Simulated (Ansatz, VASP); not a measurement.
**Two plane-wave programs on GaSb**

INCAR

```
PREC = Accurate
ENCUT = 520
EDIFF = 1E-6
ISMEAR = 0
SIGMA = 0.15
LREAL = False
LASPH = True
NELM = 100
ALGO = Normal
ISIF = 2
LWAVE = False
LCHARG = True
GGA = PS
LELF = True
LVHAR = True
NBANDS = 16
```

The input KPOINTS:

```
regular mesh
0
Gamma
  18 18 18
```

Contents of POSCAR:

```
GaSb
1.0
    0.0000000000      2.9028333923      2.9792237448
    2.9028333923      0.0000000000      2.9792237448
    2.9028333923      2.9028333923      0.0000000000
Ga Sb
1 1
Direct
    0.0000000000      0.0000000000      0.0000000000
    0.7500000000      0.7500000000      0.7500000000
```

Input for Ansatz:

```yaml
crystal:
  lattice:
    - [0.0, 2.9028333923, 2.9792237448]
    - [2.9028333923, 0.0, 2.9792237448]
    - [2.9028333923, 2.9028333923, 0.0]
  atoms:
    - { symbol: Ga, position: [0.0, 0.0, 0.0] }
    - { symbol: Sb, position: [0.75, 0.75, 0.75] }
basis:
  ecutwfc: 420
kpoints:
  mp_grid: { grid: [18, 18, 18] }
hamiltonian:
  xc: pbesol
scf:
  occupations: { method: gaussian, width: 0.15 }
output:
  forces: true
  stress: true
  eigenvalues: true
```

Change from the starting cell: strain -0.050 along x and y, -0.025 along z, atoms carried along.

Alike in both runs: task single point; functional PBEsol; k mesh 18 × 18 × 18; occupations gaussian, width 0.15 eV; no spin polarisation.

```csv
,VASP,Ansatz
version,VASP 6.6.1,Ansatz 0.2.0
potentials or method,"VASP PAW PBE potentials, release 64 (Ga_d, Sb), cutoff 520 eV","scalar-relativistic, plane waves, PAW"
valence electrons in the cell,18,28
```

|  | VASP | Ansatz | Ansatz less VASP |
| --- | --- | --- | --- |
| gap on the k mesh at the Fermi level (eV) | 0.45 | 0.47 | +0.016 |
| least direct gap on the mesh (eV) | 0.91 | 0.89 | -0.018 |
| pressure (GPa) | 9.1 | 8.9 | -0.16 |
| traceless stress, the component that is largest in VASP (GPa) | -0.81 | -0.81 | -0.001 |

VASP's potentials were made for PBE, not for PBEsol. The functional is the same, so the differences come from potentials, cutoffs and numerics. VASP's potentials hold 18 valence electrons a cell and Ansatz's 28, so a difference there can come from the potentials and not from the codes.

Neither program's run includes spin-orbit coupling.
